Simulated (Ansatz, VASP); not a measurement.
One calculation of Cr, two programs

Contents of INCAR:

```
SYSTEM = Cr
ALGO = Normal ; EDIFF = 1E-6
ENCUT = 500 ; GGA = PE
GGA_COMPAT = .False. ; ISIF = 2
ISMEAR = 1 ; ISPIN = 2
LASPH = .True. ; LCHARG = .False.
LDAU = .True. ; LDAUJ = 0
LDAUL = 2 ; LDAUPRINT = 1
LDAUTYPE = 2 ; LDAUU = 6.3
LMAXMIX = 4 ; LORBIT = 11
LREAL = .False. ; LWAVE = .False.
MAGMOM = -3 3 ; NBANDS = 23
NELM = 200 ; PREC = Accurate
SIGMA = 0.1
```

Contents of KPOINTS:

```
k-points
0
Gamma
  4 4 4
  0 0 0
```

POSCAR

```
Cr
1.0
    2.9688993551      0.0000000000      0.0000000000
    0.0000000000      2.9688993551      0.0000000000
    0.0000000000      0.0000000000      2.9688993551
Cr
2
Direct
    0.0000000000      0.0000000000      0.0000000000
    0.5000000000      0.5000000000      0.5000000000
```

Input for Ansatz:

```yaml
crystal:
  lattice:
    - [2.9688993551, 0.0, 0.0]
    - [0.0, 2.9688993551, 0.0]
    - [0.0, 0.0, 2.9688993551]
  atoms:
    - { symbol: Cr, position: [0.0, 0.0, 0.0], spin: -3.0 }
    - { symbol: Cr, position: [0.5, 0.5, 0.5], spin: 3.0 }
basis:
  ecutwfc: 420
kpoints:
  mp_grid: { grid: [4, 4, 4] }
hamiltonian:
  xc: pbe
  hubbard: { sites: [{ species: Cr, l: d, u_eff: 6.3 }] }
scf:
  occupations: { method: cold }
  lower_state_search: "off"
  mixing: { ndim: 12 }
  max_iter: 54
output:
  forces: true
  stress: true
  eigenvalues: true
  populations: true
magnetization:
  spin_polarized: true
```

Alike in both runs: task single point; functional PBE; k mesh 4 × 4 × 4; collinear spin; Hubbard terms Cr d U = 6.3 eV.

|  | VASP | Ansatz |
| --- | --- | --- |
| version | VASP 6.6.1 | Ansatz 0.2.0 |
| potentials or method | VASP PAW PBE potentials, release 64 (Cr_pv), cutoff 500 eV | scalar-relativistic, plane waves, PAW |
| occupations | methfessel-paxton of order 1, width 0.1 eV | cold |
| valence electrons in the cell | 24 | 28 |

|  | VASP | Ansatz | Ansatz less VASP |
| --- | --- | --- | --- |
| gap on the k mesh at the Fermi level (eV) | none | none | - |
| net moment per atom (μB) | 0.00 | 0.00 | 0.000 |
| size of the moment on the site where the two differ most (μB) | 3.95 | 3.79 | -0.161 |

Site moments also hang on the region over which each program counts them. The programs project onto different local orbitals, so the same U acts differently, and such runs can settle in different states. A gap of «none» marks a metal or a gap that the smearing closes. VASP's potentials hold 24 valence electrons a cell and Ansatz's 28, so a difference there can come from the potentials and not from the codes. Ansatz's warnings: filled band counts differ across k points, stability check not made.

The k mesh is coarse, so the values compare programs but aren't converged.
